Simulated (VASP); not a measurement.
A run of VASP 6.6.1 is set up as follows.

File INCAR:

```
SYSTEM = As
ALGO = Normal
DIPOL = 0.5 0.5 0.629
EDIFF = 1E-6
ENCUT = 400
GGA = RE
GGA_COMPAT = .False.
IDIPOL = 3
ISIF = 2
ISMEAR = 0
IVDW = 12
LASPH = .True.
LCHARG = .False.
LDIPOL = .True.
LREAL = .False.
LWAVE = .False.
NBANDS = 24
NELM = 120
NELMDL = -8
PREC = Accurate
SIGMA = 0.04
```

The input KPOINTS:

```
k-points
0
Gamma
  6 6 1
  0 0 0
```

POSCAR

```
As
1.0
   -0.0000000286      6.1748589078      0.0000000000
   -5.3475846646     -3.0874294786      0.0000000000
    0.0000000000      0.0000000000     22.2759988712
As
6
Direct
    0.6190476420      0.5238094691      0.5947514393
    0.2857143086      0.8571428025      0.5940704439
    0.9523809753      0.1904761358      0.6004418559
    0.2904093739      0.1879319467      0.6606939510
    0.9549251644      0.5310487235      0.6606939510
    0.6118083876      0.8524477372      0.6606939510
```

Potentials or basis: VASP PAW PBE potentials, release 64 (As).

Launch:

```console
$ cat potpaw_PBE.64/As/POTCAR > POTCAR
$ mpirun -np 1 vasp_std > vasp.out
```

Problem. What does it give for the largest force?

Solution. 0.528 eV/Å.

Problem. Estimate the band gap on the k mesh.

Solution. 1.43 eV.

Forces in eV/Å, atoms in the order of the input:
```
As   0.000  0.000  0.528
As   0.000  0.000  0.439
As   0.000  0.000 -0.112
As  -0.070  0.117 -0.285
As  -0.066 -0.119 -0.285
As   0.136  0.002 -0.285
```

Caveat: the PAW data sets were made with another functional, which shifts forces and pressure a little.
